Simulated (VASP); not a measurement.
# ZrIn2F6 (P4/mmm) in VASP: single point with PBE

Aim: the single point of ZrIn2F6 with PBE.

Everything below comes from runs of VASP 6.6.1. Logs are shortened: lines on timing, memory, paths and dates and some standing lists are left out, and cuts for length are marked.

## 1. The cell of the first run

It takes space group P4/mmm (No. 123, tetragonal). Conventional cell: a = 6.251 Å, b = 6.251 Å, c = 4.436 Å, α = 90.00°, β = 90.00°, γ = 90.00°. Within 2.6 Å of Zr (site symmetry 4/mmm) lie 6 F at 1.97 to 2.22 Å. Within 4.1 Å of In (site symmetry mmm) lie 12 F at 3.13 to 3.14 Å and 4 Zr at 3.83 Å. F (site symmetry m2m) has 1 Zr at 1.97 Å within 2.6 Å. Within 3.0 Å of F (site symmetry 4/mmm) lie 2 Zr at 2.22 Å and 8 F at 2.97 Å. F (site symmetry 4/mmm) has 4 In at 3.13 Å and 8 F at 3.31 Å within 4.1 Å.

## 2. Single point, PBE

INCAR

```
SYSTEM = ZrIn2F6
ALGO     = Normal         ! electronic algorithm
EDIFF    = 1E-7           ! SCF threshold, eV
ENCUT    = 520            ! plane-wave cutoff, eV
GGA      = PE             ! functional
ISIF     = 2              ! what is computed and relaxed
ISMEAR   = 0              ! smearing method
LASPH    = .TRUE.         ! aspherical terms in the spheres
LCHARG   = .TRUE.         ! write CHGCAR
LELF     = .TRUE.         ! ELF
LREAL    = .FALSE.        ! projectors in reciprocal space
LVHAR    = .TRUE.       
LWAVE    = .FALSE.        ! write WAVECAR
NBANDS   = 50             ! bands
NELM     = 80             ! most SCF steps
PREC     = Accurate       ! precision mode
SIGMA    = 0.02           ! smearing width, eV
```

KPOINTS

```
k-points
0
G
  6 6 6
  0 0 0
```

POSCAR

```
ZrIn2F6
1.0
    6.2514375130      0.0000000000      0.0000000000
    0.0000000000      6.2514375130      0.0000000000
    0.0000000000      0.0000000000      4.4355423933
Zr In F
1 2 6
Direct
    0.0000000000      0.0000000000      0.0000000000
    0.5000000000      0.0000000000      0.5000000000
    0.0000000000      0.5000000000      0.5000000000
    0.2228127151      0.7771872849      0.0000000000
    0.2228127151      0.2228127151      0.0000000000
    0.0000000000      0.0000000000      0.5000000000
    0.7771872849      0.2228127151      0.0000000000
    0.7771872849      0.7771872849      0.0000000000
    0.5000000000      0.5000000000      0.5000000000
```

Potentials or basis: VASP PAW PBE potentials, release 64 (Zr_sv, In_d, F).

Started as:

```sh
$ cat potpaw_PBE.64/Zr_sv/POTCAR potpaw_PBE.64/In_d/POTCAR potpaw_PBE.64/F/POTCAR > POTCAR
$ mpirun -np 1 vasp_std > vasp.out
```

OUTCAR:

```text
SYSTEM = ZrIn2F6
   EDIFF = 1E-7
   ENCUT = 520
   GGA = PE
   ISIF = 2
   ISMEAR = 0
   LASPH = .TRUE.
   LREAL = .FALSE.
   NELM = 80
   PREC = Accurate

 ion  position               nearest neighbor table
   1  0.000  0.000  0.000-   4 1.97   5 1.97   7 1.97   8 1.97   6 2.22   6 2.22   2 3.83   2 3.83
                             3 3.83   3 3.83   3 3.83   3 3.83   2 3.83   2 3.83
   2  0.500  0.000  0.500-   1 3.83   1 3.83   1 3.83   1 3.83
   3  0.000  0.500  0.500-   1 3.83   1 3.83   1 3.83   1 3.83
   4  0.223  0.777  0.000-   1 1.97
   5  0.223  0.223  0.000-   1 1.97
   6  0.000  0.000  0.500-   1 2.22   1 2.22
   7  0.777  0.223  0.000-   1 1.97
   8  0.777  0.777  0.000-   1 1.97
   9  0.500  0.500  0.500-

  LATTYP: Found a simple tetragonal cell.
 ALAT       =     6.2514375130
 C/A-ratio  =     0.7095235910

  Lattice vectors:

 A1 = (   6.2514375130,   0.0000000000,   0.0000000000)
 A2 = (   0.0000000000,   6.2514375130,   0.0000000000)
 A3 = (   0.0000000000,   0.0000000000,   4.4355423933)

Analysis of symmetry for initial positions (statically):
=====================================================================
 Subroutine PRICEL returns:
 Original cell was already a primitive cell.

 Routine SETGRP: Setting up the symmetry group for a
 simple tetragonal supercell.

 Subroutine GETGRP returns: Found 16 space group operations
 (whereof 16 operations were pure point group operations)
 out of a pool of 16 trial point group operations.

The static configuration has the point symmetry D_4h.

Analysis of symmetry for dynamics (positions and initial velocities):
=====================================================================
 Subroutine PRICEL returns:
 Original cell was already a primitive cell.

 Routine SETGRP: Setting up the symmetry group for a
 simple tetragonal supercell.

 Subroutine GETGRP returns: Found 16 space group operations
 (whereof 16 operations were pure point group operations)
 out of a pool of 16 trial point group operations.

The dynamic configuration has the point symmetry D_4h.

 Subroutine INISYM returns: Found 16 space group operations
 (whereof 16 operations are pure point group operations),
 and found     1 'primitive' translations

----------------------------------------------------------------------------------------

                                     Primitive cell

  volume of cell :     173.3431

  direct lattice vectors                    reciprocal lattice vectors
     6.251437513  0.000000000  0.000000000     0.159963208  0.000000000  0.000000000
     0.000000000  6.251437513  0.000000000     0.000000000  0.159963208  0.000000000
     0.000000000  0.000000000  4.435542393     0.000000000  0.000000000  0.225451571

  length of vectors
     6.251437513  6.251437513  4.435542393     0.159963208  0.159963208  0.225451571

  position of ions in fractional coordinates (direct lattice)
     0.000000000  0.000000000  0.000000000
     0.500000000  0.000000000  0.500000000
     0.000000000  0.500000000  0.500000000
     0.222812715  0.777187285  0.000000000
     0.222812715  0.222812715  0.000000000
     0.000000000  0.000000000  0.500000000
     0.777187285  0.222812715  0.000000000
     0.777187285  0.777187285  0.000000000
     0.500000000  0.500000000  0.500000000

  ion indices of the primitive-cell ions
   primitive index   ion index
                 1           1
                 2           2
                 3           3
                 4           4
                 5           5
                 6           6
                 7           7
                 8           8
                 9           9

----------------------------------------------------------------------------------------

 KPOINTS: k-points

Automatic generation of k-mesh.
 Grid dimensions read from file:
 generate k-points for:    6    6    6

 Generating k-lattice:

  Cartesian coordinates                     Fractional coordinates (reciprocal lattice)
     0.026660535  0.000000000  0.000000000     0.166666667  0.000000000  0.000000000
     0.000000000  0.026660535  0.000000000     0.000000000  0.166666667  0.000000000
     0.000000000  0.000000000  0.037575262     0.000000000  0.000000000  0.166666667

  Length of vectors
     0.026660535  0.026660535  0.037575262

  Shift w.r.t. Gamma in fractional coordinates (k-lattice)
     0.000000000  0.000000000  0.000000000

 Subroutine IBZKPT returns following result:
 ===========================================

 Found     40 irreducible k-points:

 Following reciprocal coordinates:
            Coordinates               Weight
  0.000000  0.000000  0.000000      1.000000
  0.166667  0.000000  0.000000      4.000000
  0.333333  0.000000  0.000000      4.000000
  0.500000  0.000000  0.000000      2.000000
  0.166667  0.166667  0.000000      4.000000
  0.333333  0.166667  0.000000      8.000000
[... 16 lines left out ...]
  0.333333  0.000000  0.333333      8.000000
  0.500000  0.000000  0.333333      4.000000
 [... further k-points ...]
   k-points           NKPTS =     40   k-points in BZ     NKDIM =     40   number of bands    NBANDS=     50
   number of dos      NEDOS =    301   number of ions     NIONS =      9
   total plane-waves  NPLWV =  82944
   dimension x,y,z NGX =    48 NGY =   48 NGZ =   36
   dimension x,y,z NGXF=    96 NGYF=   96 NGZF=   72
   ions per type =               1   2   6
   NGX,Y,Z   is equivalent  to a cutoff of  12.76, 12.76, 13.49 a.u.
   NGXF,Y,Z  is equivalent  to a cutoff of  25.53, 25.53, 26.99 a.u.
 SYSTEM =  ZrIn2F6
   PREC   = accura    normal or accurate (medium, high low for compatibility)
   ISTART =      0    job   : 0-new  1-cont  2-samecut
   ICHARG =      2    charge: 1-file 2-atom 10-const
   ISPIN  =      1    spin polarized calculation?
   LNONCOLLINEAR =      F non collinear calculations
   LSORBIT =      F    spin-orbit coupling
   LASPH  =      T    aspherical Exc in radial PAW
   ENCUT  =  520.0 eV  38.22 Ry    6.18 a.u.  11.62 11.62  8.25*2*pi/ulx,y,z
   NELM   =     80;   NELMIN=  2; NELMDL= -5     # of ELM steps
   EDIFF  = 0.1E-06   stopping-criterion for ELM
   LREAL  =      F    real-space projection
   EDIFFG = 0.1E-05   stopping-criterion for IOM
   NSW    =      0    number of steps for IOM
   IBRION =     -1    ionic relax: 0-MD 1-quasi-New 2-CG
   NFREE  =      0    steps in history (QN), initial steepest desc. (CG)
   ISIF   =      2    stress and relaxation
   ISYM   =      2    0-nonsym 1-usesym 2-fastsym
   POTIM  = 0.5000    time-step for ionic-motion
   TEBEG  =    0.0;   TEEND  =   0.0 temperature during run
   PSTRESS=    0.0 pullay stress
   NELECT =      80.0000    total number of electrons
   NUPDOWN=      -1.0000    fix difference up-down
   EMIN   =  10.00;   EMAX   =-10.00  energy-range for DOS
   EFERMI =   0.00;   METHOD = LEGACY
   ISMEAR =     0;   SIGMA  =   0.02  broadening in eV -4-tet -1-fermi 0-gaus
   EFERMI_NEDOS =   21; number of points for ismear=-14 and -15
   IALGO  =     38    algorithm
   IMIX   =      4    mixing-type and parameters
     AMIX     =   0.40;   BMIX     =  1.00
     AMIX_MAG =   1.60;   BMIX_MAG =  1.00
  volume/ion in A,a.u.               =      19.26       129.98
  Fermi-wavevector in a.u.,A,eV,Ry     =   1.265132  2.390754 21.776941  1.600560
  Thomas-Fermi vector in A             =   2.398402
   LORBIT       =      0    0 simple, 1 ext, 2 COOP (PROOUT), +10 PAW based schemes
   GGA     = PE    functional components
   LHFCALC =     F    Hartree Fock is set to
   AEXX    =    0.0000 exact exchange contribution
   IVDW    =     0    specifies the selected vdW correction
   LEPSILON=     F    determine dielectric tensor
   LRPA    =     F    only Hartree local field effects (RPA)
 non-spin polarized calculation
 Gauss-broadening in eV      SIGMA  =   0.02
  energy-cutoff  :      520.00
  volume of cell :      173.34
 maximum number of plane-waves:      4720
 NGX is ok and might be reduce to    48
   NGX = 23   NGY = 23   NGZ = 17

 number of electron      79.9999983 magnetization

 Free energy of the ion-electron system (eV)
  ---------------------------------------------------
  ext. energy  EPLUGINS =         0.00000000
  ---------------------------------------------------
  free energy    TOTEN  =       -47.48222803 eV

  energy without entropy =      -47.48222803  energy(sigma->0) =      -47.48222803

 E-fermi :   2.0726     XC(G=0):  -8.6541

 val. band max:        1.9681732112   @ k =   0.5000   0.5000   0.0000
 cond. band min:       3.0650632457   @ k =   0.5000   0.5000   0.0000
 fundamental gap:      1.0968900346
 Fermi energy:         2.0725768413

 k-point     1 :       0.0000    0.0000    0.0000
  band No.  band energies     occupation
      1     -48.4174      2.00000
      2     -27.0787      2.00000
      3     -27.0787      2.00000
      4     -26.5716      2.00000
      5     -23.1052      2.00000
      6     -21.6506      2.00000
[... 42 lines left out ...]
     49       7.6356      0.00000
     50       7.6356      0.00000

 k-point     2 :       0.1667    0.0000    0.0000
  band No.  band energies     occupation
      1     -48.4174      2.00000
      2     -27.0789      2.00000
      3     -27.0786      2.00000
      4     -26.5716      2.00000
      5     -23.1050      2.00000
      6     -21.6468      2.00000
[... 42 lines left out ...]
     49       7.2945      0.00000
     50       7.3210      0.00000

 k-point     3 :       0.3333    0.0000    0.0000
  band No.  band energies     occupation
      1     -48.4174      2.00000
      2     -27.0794      2.00000
      3     -27.0783      2.00000
      4     -26.5716      2.00000
      5     -23.1047      2.00000
      6     -21.6445      2.00000
[... 1102 lines left out ...]
     49       7.1997      0.00000
     50       7.2770      0.00000

 k-point    24 :       0.5000    0.0000    0.3333
  band No.  band energies     occupation
      1     -48.4159      2.00000
      2     -27.0775      2.00000
      3     -27.0763      2.00000
      4     -26.8559      2.00000
      5     -22.5981      2.00000
      6     -21.6455      2.00000
[... 42 lines left out ...]
     49       7.0416      0.00000
     50       7.2975      0.00000

 [... further k-points ...]

------------------------ aborting loop because EDIFF is reached ----------------------------------------

  FORCE on cell =-STRESS in cart. coord.  units (eV):
  Direction    XX          YY          ZZ          XY          YZ          ZX
  --------------------------------------------------------------------------------------
  -------------------------------------------------------------------------------------
  Total        0.2085205      0.2085205     -0.1364456      0.0000000     -0.0000000      0.0000000
  in kB        1.9273156      1.9273156     -1.2611405      0.0000000     -0.0000000      0.0000000
  external PRESSURE =       0.8644969 kB  Pullay stress =       0.0000000 kB

 VOLUME and BASIS-vectors are now :
 -----------------------------------------------------------------------------
  energy-cutoff  :      520.00
  volume of cell :      173.34
      direct lattice vectors                 reciprocal lattice vectors
     6.251437513  0.000000000  0.000000000     0.159963208  0.000000000  0.000000000
     0.000000000  6.251437513  0.000000000     0.000000000  0.159963208  0.000000000
     0.000000000  0.000000000  4.435542393     0.000000000  0.000000000  0.225451571

 POSITION                                       TOTAL-FORCE (eV/Angst)
 -----------------------------------------------------------------------------------
      0.00000      0.00000      0.00000        -0.000000      0.000000      0.000000
      3.12572      0.00000      2.21777        -0.000000      0.000000      0.000000
      0.00000      3.12572      2.21777        -0.000000      0.000000      0.000000
      1.39290      4.85854      0.00000         0.073200     -0.073200     -0.000000
      1.39290      1.39290      0.00000         0.073200      0.073200      0.000000
      0.00000      0.00000      2.21777        -0.000000      0.000000      0.000000
      4.85854      1.39290      0.00000        -0.073200      0.073200      0.000000
      4.85854      4.85854      0.00000        -0.073200     -0.073200      0.000000
      3.12572      3.12572      2.21777        -0.000000      0.000000      0.000000
 -----------------------------------------------------------------------------------
    total drift:                                0.000000      0.000000     -0.000000

  FREE ENERGIE OF THE ION-ELECTRON SYSTEM (eV)
  ---------------------------------------------------
  free  energy   TOTEN  =       -47.4822280348 eV

  energy  without entropy=      -47.4822280348  energy(sigma->0) =      -47.48222803
```

Run time: 5.6 min. Hardware: 1 thread of Intel Xeon Platinum 8259CL at 2.50GHz (Skylake/Cascade Lake), shared host; peak memory 0.44 GiB.

Results:

| Quantity | Value |
| --- | --- |
| Free energy | -47.4822 eV |
| Pressure | 0.1 GPa |
| Largest force | 0.104 eV/Å |
| Band gap on the k mesh | 1.10 eV |

Forces in eV/Å, atoms in the order of the input:
```
Zr   0.000  0.000  0.000
In   0.000  0.000  0.000
In   0.000  0.000  0.000
F    0.073 -0.073  0.000
F    0.073  0.073  0.000
F    0.000  0.000  0.000
F   -0.073  0.073  0.000
F   -0.073 -0.073  0.000
F    0.000  0.000  0.000
```

Stress tensor (GPa, compression positive):
```
 0.19  0.00  0.00
 0.00  0.19  0.00
 0.00  0.00 -0.13
```

Caveat: spin-orbit coupling is left out, which moves the levels of the heavy elements. A k mesh can miss the band edges.
